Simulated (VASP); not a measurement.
Write the native input for VASP 6.6.1 that does the following.

* Task: single point
* Functional: LDA
* Potentials or basis: VASP PAW LDA potentials, release 64 (Ge_d)
* Cutoff: 520 eV
* k mesh: 8 × 8 × 6
* Occupations: methfessel-paxton, width 0.05 eV
* Spin: no spin polarisation
* Dipole correction: no
* Further INCAR settings: ALGO = Normal; EDIFF = 1e-07; NBANDS = 36; ISYM = 0

The structure of Ge lies in POSCAR:

```
Ge
1.0
    2.8109187205      2.8109187205      0.0000000000
   -2.8109187205      2.8109187205      0.0000000000
    0.0000000000      0.0000000000      5.6218374411
Ge
4
Direct
    0.2500000000      0.5000000000      0.3750000000
    0.7500000000      0.0000000000      0.8750000000
    0.2500000000      0.0000000000      0.1250000000
    0.7500000000      0.5000000000      0.6250000000
```

The input as run:

INCAR

```
SYSTEM = Ge
ALGO     = Normal         ! electronic algorithm
EDIFF    = 1E-7           ! SCF threshold, eV
ENCUT    = 520            ! plane-wave cutoff, eV
ISIF     = 2              ! what is computed and relaxed
ISMEAR   = 1              ! smearing method
ISYM     = 0            
LASPH    = .TRUE.         ! aspherical terms in the spheres
LCHARG   = .FALSE.        ! write CHGCAR
LREAL    = .FALSE.        ! projectors in reciprocal space
LWAVE    = .FALSE.        ! write WAVECAR
NBANDS   = 36             ! bands
NELM     = 60             ! most SCF steps
PREC     = Accurate       ! precision mode
SIGMA    = 0.05           ! smearing width, eV
```

KPOINTS

```
k-points
0
G
  8 8 6
  0 0 0
```

Potentials or basis: VASP PAW LDA potentials, release 64 (Ge_d).

Command:

```bash
$ cat potpaw_LDA.64/Ge_d/POTCAR > POTCAR
$ mpirun -np 1 vasp_std > vasp.out
```

Results of the run:

```json
{
  "Pressure": "0.1 GPa",
  "Band gap on the k mesh": "0.03 eV"
}
```

Wall time 13 min on 1 thread of Intel Xeon 8259CL, on a shared host, peak memory 0.49 GiB.
